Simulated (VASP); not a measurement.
# Hf (Fd-3m) in VASP: notebook, part 2 of 2

VASP 6.6.1. The steps go on from the part before.

## (3) Relaxation of cell and atoms, PBEsol, target pressure 15 GPa, at which the enthalpy is minimised

The input, INCAR:

```
  ALGO = Normal
  EDIFF = 1E-7
  EDIFFG = -0.01
  ENCUT = 500
  GGA = PS
  GGA_COMPAT = F
  IBRION = 2
  ISIF = 3
  ISMEAR = 0
  LASPH = T
  LCHARG = F
  LREAL = F
  LWAVE = F
  NELM = 120
  NELMIN = 4
  NSW = 60
  PREC = Accurate
  PSTRESS = 150.0
  SIGMA = 0.05
```

The input, KPOINTS:

```
k-points
0
Gamma
  13 13 13
```

The input, POSCAR:

```
Hf
1.0
    0.0000000000      3.0750000000      3.0750000000
    3.0750000000      0.0000000000      3.0750000000
    3.0750000000      3.0750000000      0.0000000000
Hf
2
Direct
    1.0000000000      1.0000000000      1.0000000000
    0.2500000000      0.2500000000      0.2500000000
```

Potentials or basis: VASP PAW PBE potentials, release 64 (Hf_pv).

On the command line:

```bash
> cat potpaw_PBE.64/Hf_pv/POTCAR > POTCAR
> mpirun -np 1 vasp_std > vasp.out
```

Run time: 87 s. Hardware: 1 thread of Intel Xeon 6975P-C (Granite Rapids), shared host; peak memory 0.22 GiB.

Results (log left out):

| Item | Value |
| --- | --- |
| Free energy | -14.8411 eV |
| Relaxed volume | 23.71 Å³/atom |
| Relaxed cell | a = 4.063 Å, b = 4.063 Å, c = 4.063 Å, α = 60.00°, β = 60.00°, γ = 60.00° |
| Space group after relaxing (to 0.1 Å) | Fd-3m (No. 227) |
| Energy change on relaxing (the run minimises the enthalpy) | +267.6 meV/atom |
| Ionic steps | 7 |
| Pressure after relaxing | 15.0 GPa |
| Band gap on the k mesh | zero (bands 10 and 11 overlap by 0.35 eV) |

Step by step:
```csv
step,energy change (eV),largest force (eV/Å),pressure (GPa),volume (Å³)
1,0.0000,0.0000,2.98,58.15
2,1.3626,0.0000,33.03,41.65
3,0.4989,0.0000,14.22,47.82
4,0.5267,0.0000,14.82,47.51
5,0.5453,0.0000,15.23,47.32
6,0.5254,0.0000,14.79,47.53
7,0.5351,0.0000,15.00,47.42
```

Final structure:
```
Hf
1.0
     0.00000    2.87293    2.87293
     2.87293    0.00000    2.87293
     2.87293    2.87293    0.00000
Hf
2
Direct
  0.00000 0.00000 0.00000
  0.25000 0.25000 0.25000
```

Levels at points of the mesh, in eV from the Fermi level:
```csv
k point,band 7,band 8,band 9,band 10,band 11,band 12,band 13,band 14
"(0.00, 0.00, 0.00)",-6.18,-1.38,-1.38,0.07,0.07,0.07,2.74,2.74
```

Caveat: the cell is relaxed towards a set pressure, so the run minimises the enthalpy, not the energy; the volume moved by over 15 % at a fixed basis, so the end points are rough; the PAW data sets were made with another functional, which shifts forces and pressure a little; spin-orbit coupling is left out, which moves the levels of the heavy elements.

## (4) Relaxation of cell and atoms, PBEsol, target pressure 30 GPa, at which the enthalpy is minimised

The input, INCAR:

```
  PREC = Accurate
  ENCUT = 500
  EDIFF = 1E-7
  ISMEAR = 0
  SIGMA = 0.05
  LREAL = F
  LASPH = T
  NELM = 120
  ALGO = Normal
  ISIF = 3
  LWAVE = F
  LCHARG = F
  GGA = PS
  IBRION = 2
  NSW = 60
  EDIFFG = -0.01
  PSTRESS = 300.0
  GGA_COMPAT = F
  NELMIN = 4
```

The input, KPOINTS:

```
Automatic mesh
0
Gamma
  13 13 13
```

POSCAR is that of step 3.

On the command line:

```bash
> cat potpaw_PBE.64/Hf_pv/POTCAR > POTCAR
> mpirun -np 1 vasp_std > vasp.out
```

It took 74 s on 1 thread of Intel Xeon 6975P-C (Granite Rapids), shared host; peak memory 0.22 GiB.

The run converged. Its results:

| Property | Result |
| --- | --- |
| Free energy | -14.1577 eV |
| Relaxed volume | 21.19 Å³/atom |
| Relaxed cell | a = 3.914 Å, b = 3.914 Å, c = 3.914 Å, α = 60.00°, β = 60.00°, γ = 60.00° |
| Space group after relaxing (to 0.1 Å) | Fd-3m (No. 227) |
| Energy change on relaxing (the run minimises the enthalpy) | +609.3 meV/atom |
| Ionic steps | 5 |
| Pressure after relaxing | 30.0 GPa |
| Band gap on the k mesh | zero (bands 10 and 11 overlap by 0.49 eV) |

The path:
| step | energy change (eV) | largest force (eV/Å) | pressure (GPa) | volume (Å³) |
| --- | --- | --- | --- | --- |
| 1 | 0.0000 | 0.0000 | 2.98 | 58.15 |
| 2 | 10.8394 | 0.0000 | 222.50 | 25.87 |
| 3 | 0.9355 | 0.0000 | 23.94 | 44.07 |
| 4 | 1.1105 | 0.0000 | 27.74 | 42.99 |
| 5 | 1.2185 | 0.0000 | 30.03 | 42.39 |

Final structure:
```
Hf
1.0
     0.00000    2.76735    2.76735
     2.76735    0.00000    2.76735
     2.76735    2.76735    0.00000
Hf
2
Direct
  0.00000 0.00000 0.00000
  0.25000 0.25000 0.25000
```

Levels at points of the mesh, in eV from the Fermi level:
```tsv
k point	band 7	band 8	band 9	band 10	band 11	band 12	band 13	band 14
(0.00, 0.00, 0.00)	-6.40	-1.71	-1.71	0.16	0.16	0.16	3.16	3.16
```

Caveat: the cell is relaxed towards a set pressure, so the run minimises the enthalpy, not the energy; the volume moved by over 15 % at a fixed basis, so the end points are rough; the PAW data sets were made with another functional, which shifts forces and pressure a little; spin-orbit coupling is left out, which moves the levels of the heavy elements.

## (5) Relaxation of cell and atoms, PBEsol, target pressure 45 GPa, at which the enthalpy is minimised

The input, INCAR:

```
SYSTEM = Hf
PREC = Accurate ; ENCUT = 500
EDIFF = 1E-7 ; ISMEAR = 0
SIGMA = 0.05 ; LREAL = .False.
LASPH = .True. ; NELM = 120
ALGO = Normal ; ISIF = 3
LWAVE = .False. ; LCHARG = .False.
GGA = PS ; IBRION = 2
NSW = 60 ; EDIFFG = -0.01
PSTRESS = 450.0 ; GGA_COMPAT = .False.
NELMIN = 4
```

The input, KPOINTS:

```
regular mesh
0
Gamma
  13 13 13
  0 0 0
```

POSCAR is that of step 4.

On the command line:

```bash
> cat potpaw_PBE.64/Hf_pv/POTCAR > POTCAR
> mpirun -np 1 vasp_std > vasp.out
```

Run time: 1.8 min. Hardware: 1 thread of Intel Xeon 6975P-C (Granite Rapids), shared host; peak memory 0.23 GiB.

It converged, with:

```yaml
Free_energy: -13.4061 eV
Relaxed_volume: 19.57 Å³/atom
Relaxed_cell: a = 3.811 Å, b = 3.811 Å, c = 3.811 Å, α = 60.00°, β = 60.00°, γ = 60.00°
Space_group_after_relaxing_to_0.1_Å: Fd-3m (No. 227)
Energy_change_on_relaxing_the_run_minimises_the_enthalpy: +985.1 meV/atom
Ionic_steps: 7
Pressure_after_relaxing: 45.0 GPa
Band_gap_on_the_k_mesh: zero (bands 10 and 11 overlap by 0.63 eV)
```

The path:
```csv
step,energy change (eV),largest force (eV/Å),pressure (GPa),volume (Å³)
1,0.0000,0.0000,2.98,58.15
2,57.4931,0.0000,1650.00,14.69
3,0.1945,0.0000,8.01,52.33
4,0.4561,0.0000,13.27,48.32
5,3.1637,0.0000,66.22,35.67
6,1.8530,0.0000,42.72,39.57
7,1.9701,0.0000,44.98,39.14
```

Final structure:
```yaml
crystal:
  lattice:
    - [0.00000, 2.69485, 2.69485]
    - [2.69485, 0.00000, 2.69485]
    - [2.69485, 2.69485, 0.00000]
  atoms:
    - { symbol: Hf, position: [0.00000, 0.00000, 0.00000] }
    - { symbol: Hf, position: [0.25000, 0.25000, 0.25000] }
```

Levels at points of the mesh, in eV from the Fermi level:
```
           k point  band 8  band 9  band 10  band 11  band 12  band 13
(0.00, 0.00, 0.00)   -1.97   -1.97     0.23     0.23     0.23     3.52
```

Caveat: the cell is relaxed towards a set pressure, so the run minimises the enthalpy, not the energy; the volume moved by over 15 % at a fixed basis, so the end points are rough; the PAW data sets were made with another functional, which shifts forces and pressure a little; spin-orbit coupling is left out, which moves the levels of the heavy elements.

## (6) The runs side by side

| cell | gap on the mesh (eV) | pressure (GPa) |
| --- | --- | --- |
| relaxed | none | 0.0 |
| relaxed to 15 GPa | none | 15.0 |
| relaxed to 30 GPa | none | 30.0 |
| relaxed to 45 GPa | none | 45.0 |

Alike in all rows: task relaxation of cell and atoms; level PBEsol; potentials or basis VASP PAW PBE potentials, release 64 (Hf_pv); no spin polarisation; k mesh 13 × 13 × 13; cutoff (eV) 500; smearing gaussian 0.05 eV.

Caveats: the PAW data sets were made with another functional, which shifts forces and pressure a little; spin-orbit coupling is left out, which moves the levels of the heavy elements; the cell is relaxed towards a set pressure, so the run minimises the enthalpy, not the energy (at least some runs); the volume moved by over 15 % at a fixed basis, so the end points are rough (at least some runs).

Total energies depend on the potentials used, so only differences within one code and one set of settings carry meaning.
